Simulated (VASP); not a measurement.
# BeS (Cmcm) in VASP: notebook

BeS is run at these levels: PBE; tasks: single point, relaxation of cell and atoms.

All numbers are computed with VASP 6.6.1; they aren't measurements. Logs are shortened: lines on timing, memory, paths and dates and some standing lists are left out, and cuts for length are marked.

## 1. The cell of the first run

The structure is orthorhombic, space group Cmcm (No. 63). Conventional cell: a = 3.173 Å, b = 14.172 Å, c = 3.173 Å, α = 90.00°, β = 90.00°, γ = 90.00°. Be (site symmetry m2m) has 5 S at 2.10 to 2.30 Å and 4 Be at 2.75 Å within 2.8 Å. Within 2.8 Å of S (site symmetry m2m) lie 5 Be at 2.10 to 2.30 Å.

## 2. Single point, PBE

Contents of INCAR:

```
  ALGO = Normal
  EDIFF = 1E-7
  ENCUT = 520
  GGA = PE
  ISIF = 2
  ISMEAR = 0
  LASPH = T
  LCHARG = T
  LELF = T
  LREAL = F
  LVHAR = T
  LWAVE = F
  NBANDS = 16
  NELM = 80
  PREC = Accurate
  SIGMA = 0.02
```

Contents of KPOINTS:

```
k-points
0
Gamma
  10 10 8
```

Contents of POSCAR:

```
BeS
1.0
    1.5862789871     -7.0860627389      0.0000000000
    1.5862789871      7.0860627389      0.0000000000
    0.0000000000      0.0000000000      3.1734274078
Be S
2 2
Direct
    0.6938971924      0.3061028076      0.7500000000
    0.3061028076      0.6938971924      0.2500000000
    0.8420143638      0.1579856362      0.7500000000
    0.1579856362      0.8420143638      0.2500000000
```

Potentials or basis: VASP PAW PBE potentials, release 64 (Be, S).

On the command line:

```bash
$ cat potpaw_PBE.64/Be/POTCAR potpaw_PBE.64/S/POTCAR > POTCAR
$ mpirun -np 1 vasp_std > vasp.out
```

OUTCAR:

```text
EDIFF = 1E-7
   ENCUT = 520
   GGA = PE
   ISIF = 2
   ISMEAR = 0
   LASPH = T
   LREAL = F
   NELM = 80
   PREC = Accurate

 ion  position               nearest neighbor table
   1  0.694  0.306  0.750-   3 2.10   4 2.30   4 2.30   4 2.30   4 2.30
   2  0.306  0.694  0.250-   4 2.10   3 2.30   3 2.30   3 2.30   3 2.30
   3  0.842  0.158  0.750-   1 2.10   2 2.30   2 2.30   2 2.30   2 2.30
   4  0.158  0.842  0.250-   2 2.10   1 2.30   1 2.30   1 2.30   1 2.30

  LATTYP: Found a base centered orthorhombic cell.
 ALAT       =     3.1725579742
 B/A-ratio  =     4.4670974000
 C/A-ratio  =     1.0002740481

  Lattice vectors:

 A1 = (   1.5862789871,  -7.0860627389,   0.0000000000)
 A2 = (   1.5862789871,   7.0860627389,   0.0000000000)
 A3 = (   0.0000000000,   0.0000000000,   3.1734274078)

Analysis of symmetry for initial positions (statically):
=====================================================================
 Subroutine PRICEL returns:
 Original cell was already a primitive cell.

 Routine SETGRP: Setting up the symmetry group for a
 base centered orthorhombic supercell.

 Subroutine GETGRP returns: Found  8 space group operations
 (whereof  4 operations were pure point group operations)
 out of a pool of  8 trial point group operations.

The static configuration has the point symmetry C_2h.
 The point group associated with its full space group is D_2h.

Analysis of symmetry for dynamics (positions and initial velocities):
=====================================================================
 Subroutine PRICEL returns:
 Original cell was already a primitive cell.

 Routine SETGRP: Setting up the symmetry group for a
 base centered orthorhombic supercell.

 Subroutine GETGRP returns: Found  8 space group operations
 (whereof  4 operations were pure point group operations)
 out of a pool of  8 trial point group operations.

The dynamic configuration has the point symmetry C_2h.
 The point group associated with its full space group is D_2h.

 Subroutine INISYM returns: Found  8 space group operations
 (whereof  4 operations are pure point group operations),
 and found     1 'primitive' translations

----------------------------------------------------------------------------------------

                                     Primitive cell

  volume of cell :      71.3416

  direct lattice vectors                    reciprocal lattice vectors
     1.586278987 -7.086062739  0.000000000     0.315203066 -0.070561046  0.000000000
     1.586278987  7.086062739  0.000000000     0.315203066  0.070561046  0.000000000
     0.000000000  0.000000000  3.173427408     0.000000000  0.000000000  0.315116709

  length of vectors
     7.261443807  7.261443807  3.173427408     0.323004387  0.323004387  0.315116709

  position of ions in fractional coordinates (direct lattice)
     0.693897192  0.306102808  0.750000000
     0.306102808  0.693897192  0.250000000
     0.842014364  0.157985636  0.750000000
     0.157985636  0.842014364  0.250000000

  ion indices of the primitive-cell ions
   primitive index   ion index
                 1           1
                 2           2
                 3           3
                 4           4

----------------------------------------------------------------------------------------

 KPOINTS: k-points

Automatic generation of k-mesh.
 Grid dimensions read from file:
 generate k-points for:   10   10    8

 Generating k-lattice:

  Cartesian coordinates                     Fractional coordinates (reciprocal lattice)
     0.031520307 -0.007056105  0.000000000     0.100000000  0.000000000  0.000000000
     0.031520307  0.007056105  0.000000000     0.000000000  0.100000000  0.000000000
     0.000000000  0.000000000  0.039389589     0.000000000  0.000000000  0.125000000

  Length of vectors
     0.032300439  0.032300439  0.039389589

  Shift w.r.t. Gamma in fractional coordinates (k-lattice)
     0.000000000  0.000000000  0.000000000

 Subroutine IBZKPT returns following result:
 ===========================================

 Found    155 irreducible k-points:

 Following reciprocal coordinates:
            Coordinates               Weight
  0.000000  0.000000  0.000000      1.000000
  0.100000  0.000000  0.000000      4.000000
  0.200000  0.000000  0.000000      4.000000
  0.300000  0.000000  0.000000      4.000000
  0.400000  0.000000  0.000000      4.000000
  0.500000 -0.000000  0.000000      2.000000
[... 16 lines left out ...]
  0.300000  0.300000  0.000000      2.000000
  0.400000  0.300000  0.000000      4.000000
 [... further k-points ...]
   k-points           NKPTS =    155   k-points in BZ     NKDIM =    155   number of bands    NBANDS=     16
   number of dos      NEDOS =    301   number of ions     NIONS =      4
   total plane-waves  NPLWV =  69984
   dimension x,y,z NGX =    54 NGY =   54 NGZ =   24
   dimension x,y,z NGXF=   108 NGYF=  108 NGZF=   48
   ions per type =               2   2
   NGX,Y,Z   is equivalent  to a cutoff of  12.36, 12.36, 12.57 a.u.
   NGXF,Y,Z  is equivalent  to a cutoff of  24.73, 24.73, 25.15 a.u.
 SYSTEM =  unknown system
   PREC   = accura    normal or accurate (medium, high low for compatibility)
   ISTART =      0    job   : 0-new  1-cont  2-samecut
   ICHARG =      2    charge: 1-file 2-atom 10-const
   ISPIN  =      1    spin polarized calculation?
   LNONCOLLINEAR =      F non collinear calculations
   LSORBIT =      F    spin-orbit coupling
   LASPH  =      T    aspherical Exc in radial PAW
   ENCUT  =  520.0 eV  38.22 Ry    6.18 a.u.  13.50 13.50  5.90*2*pi/ulx,y,z
   NELM   =     80;   NELMIN=  2; NELMDL= -5     # of ELM steps
   EDIFF  = 0.1E-06   stopping-criterion for ELM
   LREAL  =      F    real-space projection
   EDIFFG = 0.1E-05   stopping-criterion for IOM
   NSW    =      0    number of steps for IOM
   IBRION =     -1    ionic relax: 0-MD 1-quasi-New 2-CG
   NFREE  =      0    steps in history (QN), initial steepest desc. (CG)
   ISIF   =      2    stress and relaxation
   ISYM   =      2    0-nonsym 1-usesym 2-fastsym
   POTIM  = 0.5000    time-step for ionic-motion
   TEBEG  =    0.0;   TEEND  =   0.0 temperature during run
   PSTRESS=    0.0 pullay stress
   NELECT =      16.0000    total number of electrons
   NUPDOWN=      -1.0000    fix difference up-down
   EMIN   =  10.00;   EMAX   =-10.00  energy-range for DOS
   EFERMI =   0.00;   METHOD = LEGACY
   ISMEAR =     0;   SIGMA  =   0.02  broadening in eV -4-tet -1-fermi 0-gaus
   EFERMI_NEDOS =   21; number of points for ismear=-14 and -15
   IALGO  =     38    algorithm
   IMIX   =      4    mixing-type and parameters
     AMIX     =   0.40;   BMIX     =  1.00
     AMIX_MAG =   1.60;   BMIX_MAG =  1.00
  volume/ion in A,a.u.               =      17.84       120.36
  Fermi-wavevector in a.u.,A,eV,Ry     =   0.994643  1.879602 13.460437  0.989314
  Thomas-Fermi vector in A             =   2.126608
   LORBIT       =      0    0 simple, 1 ext, 2 COOP (PROOUT), +10 PAW based schemes
   GGA     = PE    functional components
   LHFCALC =     F    Hartree Fock is set to
   AEXX    =    0.0000 exact exchange contribution
   IVDW    =     0    specifies the selected vdW correction
   LEPSILON=     F    determine dielectric tensor
   LRPA    =     F    only Hartree local field effects (RPA)
 non-spin polarized calculation
 Gauss-broadening in eV      SIGMA  =   0.02
  energy-cutoff  :      520.00
  volume of cell :       71.34
 maximum number of plane-waves:      1948
   NGX = 27   NGY = 27   NGZ = 11

 number of electron      16.0000003 magnetization

 Free energy of the ion-electron system (eV)
  ---------------------------------------------------
  ext. energy  EPLUGINS =         0.00000000
  ---------------------------------------------------
  free energy    TOTEN  =       -17.97065955 eV

  energy without entropy =      -17.97065955  energy(sigma->0) =      -17.97065955

 E-fermi :   3.1986     XC(G=0):  -8.3591

 val. band max:        3.1010436466   @ k =   0.2000   0.2000   0.0000
 cond. band min:       4.2355166456   @ k =   0.3000   0.2000   0.5000
 fundamental gap:      1.1344729990
 Fermi energy:         3.1986021055

 k-point     1 :       0.0000    0.0000    0.0000
  band No.  band energies     occupation
      1     -11.6094      2.00000
      2     -10.0397      2.00000
      3      -2.5601      2.00000
      4       0.6399      2.00000
      5       0.6509      2.00000
      6       1.2991      2.00000
[... 8 lines left out ...]
     15      11.3620      0.00000
     16      11.4561      0.00000

 k-point     2 :       0.1000    0.0000    0.0000
  band No.  band energies     occupation
      1     -11.5121      2.00000
      2      -9.9759      2.00000
      3      -2.4536      2.00000
      4      -0.1780      2.00000
      5       0.7548      2.00000
      6       1.5496      2.00000
[... 8 lines left out ...]
     15      11.2110      0.00000
     16      11.9870      0.00000

 k-point     3 :       0.2000    0.0000    0.0000
  band No.  band energies     occupation
      1     -11.2294      2.00000
      2      -9.8097      2.00000
      3      -2.1643      2.00000
      4      -1.5025      2.00000
      5       0.2318      2.00000
      6       1.0918      2.00000
[... 8 lines left out ...]
     15      10.7283      0.00000
     16      11.0784      0.00000

 k-point     4 :       0.3000    0.0000    0.0000
  band No.  band energies     occupation
      1     -10.7941      2.00000
      2      -9.6275      2.00000
      3      -2.6697      2.00000
      4      -1.9861      2.00000
      5      -0.8302      2.00000
      6       1.4449      2.00000
[... 8 lines left out ...]
     15       9.9939      0.00000
     16      12.3460      0.00000
[... 324 lines left out ...]
 k-point    22 :      -0.2000    0.2000    0.0000
  band No.  band energies     occupation
      1     -11.6053      2.00000
      2     -10.0490      2.00000
      3      -2.4939      2.00000
      4       0.6420      2.00000
      5       0.6489      2.00000
      6       1.1450      2.00000
[... 8 lines left out ...]
     15      11.3941      0.00000
     16      11.4251      0.00000

 k-point    23 :       0.3000    0.3000    0.0000
  band No.  band energies     occupation
      1     -10.2712      2.00000
      2      -9.5955      2.00000
      3      -3.3679      2.00000
      4      -2.6819      2.00000
      5      -0.4277      2.00000
      6       0.8068      2.00000
[... 8 lines left out ...]
     15      11.9749      0.00000
     16      12.0330      0.00000

 k-point    24 :       0.4000    0.3000    0.0000
  band No.  band energies     occupation
      1     -10.7853      2.00000
      2      -9.6431      2.00000
      3      -2.6988      2.00000
      4      -1.9106      2.00000
      5      -0.7271      2.00000
      6       1.2450      2.00000
[... 8 lines left out ...]
     15      11.7514      0.00000
     16      12.1402      0.00000

 [... further k-points ...]

------------------------ aborting loop because EDIFF is reached ----------------------------------------

  FORCE on cell =-STRESS in cart. coord.  units (eV):
  Direction    XX          YY          ZZ          XY          YZ          ZX
  --------------------------------------------------------------------------------------
  -------------------------------------------------------------------------------------
  Total       -0.0216893     -0.0041858     -0.0287324      0.0000000      0.0000000      0.0000000
  in kB       -0.4870935     -0.0940042     -0.6452666      0.0000000      0.0000000      0.0000000
  external PRESSURE =      -0.4087881 kB  Pullay stress =       0.0000000 kB

 VOLUME and BASIS-vectors are now :
 -----------------------------------------------------------------------------
  energy-cutoff  :      520.00
  volume of cell :       71.34
      direct lattice vectors                 reciprocal lattice vectors
     1.586278987 -7.086062739  0.000000000     0.315203066 -0.070561046  0.000000000
     1.586278987  7.086062739  0.000000000     0.315203066  0.070561046  0.000000000
     0.000000000  0.000000000  3.173427408     0.000000000  0.000000000  0.315116709

 POSITION                                       TOTAL-FORCE (eV/Angst)
 -----------------------------------------------------------------------------------
      1.58628     -2.74794      2.38007         0.000000     -0.012365      0.000000
      1.58628      2.74794      0.79336         0.000000      0.012365      0.000000
      1.58628     -4.84707      2.38007         0.000000     -0.011585      0.000000
      1.58628      4.84707      0.79336         0.000000      0.011585     -0.000000
 -----------------------------------------------------------------------------------
    total drift:                               -0.000000     -0.000000      0.000000

  FREE ENERGIE OF THE ION-ELECTRON SYSTEM (eV)
  ---------------------------------------------------
  free  energy   TOTEN  =       -17.9706595501 eV

  energy  without entropy=      -17.9706595501  energy(sigma->0) =      -17.97065955
```

It took 5.2 min on 1 thread of Intel Xeon 6975P-C, shared host; peak memory 0.34 GiB.

What came out:

```
Free energy            : -17.9707 eV
Pressure               : 0.0 GPa
Largest force          : 0.012 eV/Å
Band gap on the k mesh : 1.13 eV, indirect (least direct gap 3.36 eV)
```

Forces on the atoms (eV/Å):
```
Be   0.000 -0.012  0.000
Be   0.000  0.012  0.000
S    0.000 -0.012  0.000
S    0.000  0.012  0.000
```

Levels at points of the mesh, in eV from the valence-band top:
| k point | band 6 | band 7 | band 8 | band 9 | band 10 | band 11 |
| --- | --- | --- | --- | --- | --- | --- |
| (0.00, 0.00, 0.00) | -1.80 | -0.78 | -0.77 | 3.28 | 3.73 | 4.65 |
| (0.50, 0.00, 0.00) | -2.84 | -0.25 | -0.24 | 4.25 | 4.51 | 4.88 |
| (0.50, 0.50, 0.00) | -2.25 | -0.78 | -0.77 | 3.16 | 3.92 | 5.12 |
| (0.00, 0.00, 0.50) | -2.97 | -0.24 | -0.24 | 4.55 | 4.55 | 4.88 |
| (0.50, 0.00, 0.50) | -4.30 | -2.65 | -2.65 | 1.14 | 1.14 | 4.68 |
| (0.50, 0.50, 0.50) | -2.84 | -0.24 | -0.24 | 4.15 | 4.15 | 4.89 |

## 3. Relaxation of cell and atoms, PBE

This run uses another cell than the first one, of 17.31 Å³/atom, 0.970 times its volume.

Contents of INCAR:

```
PREC = Accurate ; ENCUT = 600
EDIFF = 1E-6 ; ISMEAR = 0
SIGMA = 0.02 ; LREAL = False
LASPH = True ; NELM = 60
ALGO = Normal ; ISIF = 3
LWAVE = False ; LCHARG = False
GGA = PE ; IBRION = 2
NSW = 100 ; EDIFFG = -0.01
```

Contents of KPOINTS:

```
regular mesh
0
Gamma
  10 10 8
```

Contents of POSCAR:

```
BeS
1.0
    1.5860399465     -6.8795579458      0.0000000000
    1.5860399465      6.8795579458      0.0000000000
    0.0000000000      0.0000000000      3.1721881258
Be S
2 2
Direct
    0.6923784183      0.3076215817      0.7500000000
    0.3076215817      0.6923784183      0.2500000000
    0.8445927544      0.1554072456      0.7500000000
    0.1554072456      0.8445927544      0.2500000000
```

Potentials or basis: VASP PAW PBE potentials, release 64 (Be, S).

On the command line:

```bash
$ cat potpaw_PBE.64/Be/POTCAR potpaw_PBE.64/S/POTCAR > POTCAR
$ mpirun -np 1 vasp_std > vasp.out
```

It took 8.1 min on 1 thread of Intel Xeon 6975P-C, shared host; peak memory 0.38 GiB.

It converged, with:

| Quantity | Value |
| --- | --- |
| Free energy | -17.9708 eV |
| Relaxed volume | 17.34 Å³/atom |
| Relaxed cell | a = 7.069 Å, b = 7.069 Å, c = 3.173 Å, α = 90.00°, β = 90.00°, γ = 154.06° |
| Space group after relaxing (to 0.05 Å) | Cmcm (No. 63) |
| Energy gained by relaxing | 0.0 meV/atom |
| Ionic steps | 3 |
| Pressure after relaxing | 0.0 GPa |
| Largest force after relaxing | 0.010 eV/Å |
| Band gap on the k mesh | 1.13 eV, indirect (least direct gap 3.35 eV) |

Forces in eV/Å, atoms in the order of the input:
```
Be   0.000 -0.010  0.000
Be   0.000  0.010  0.000
S    0.000 -0.002  0.000
S    0.000  0.002  0.000
```

The path:
```tsv
step	energy change (eV)	largest force (eV/Å)	pressure (GPa)	volume (Å³)
1	0.0000	0.0444	0.18	69.23
2	-0.0002	0.0179	-0.11	69.42
3	-0.0002	0.0099	-0.03	69.36
```

Final structure:
```xyz
4
Lattice="1.5864 -6.8888 0.0000 1.5864 6.8888 0.0000 0.0000 0.0000 3.1735" Properties=species:S:1:pos:R:3 pbc="T T T"
Be    1.5864   -2.6502    2.3801
Be    1.5864    2.6502    0.7934
S     1.5864   -4.7492    2.3801
S     1.5864    4.7492    0.7934
```

Levels at points of the mesh, in eV from the valence-band top:
| k point | band 4 | band 5 | band 6 | band 7 | band 8 | band 9 | band 10 | band 11 | band 12 |
| --- | --- | --- | --- | --- | --- | --- | --- | --- | --- |
| (0.00, 0.00, 0.00) | -2.46 | -2.45 | -1.75 | -0.79 | -0.77 | 3.28 | 3.74 | 4.75 | 5.12 |
| (0.50, 0.00, 0.00) | -6.43 | -3.00 | -2.82 | -0.25 | -0.24 | 4.23 | 4.53 | 4.87 | 4.88 |
| (0.50, 0.50, 0.00) | -2.46 | -2.45 | -2.31 | -0.79 | -0.77 | 3.16 | 3.92 | 5.12 | 5.37 |
| (0.00, 0.00, 0.50) | -6.41 | -3.00 | -3.00 | -0.25 | -0.25 | 4.57 | 4.57 | 4.87 | 4.87 |
| (0.50, 0.00, 0.50) | -6.40 | -4.30 | -4.30 | -2.66 | -2.66 | 1.13 | 1.13 | 4.66 | 4.66 |
| (0.50, 0.50, 0.50) | -6.46 | -2.82 | -2.82 | -0.25 | -0.25 | 4.10 | 4.10 | 4.89 | 4.89 |

A k mesh can miss the band edges. Expect the measured gap to be larger: semilocal functionals such as PBE lack the derivative discontinuity.
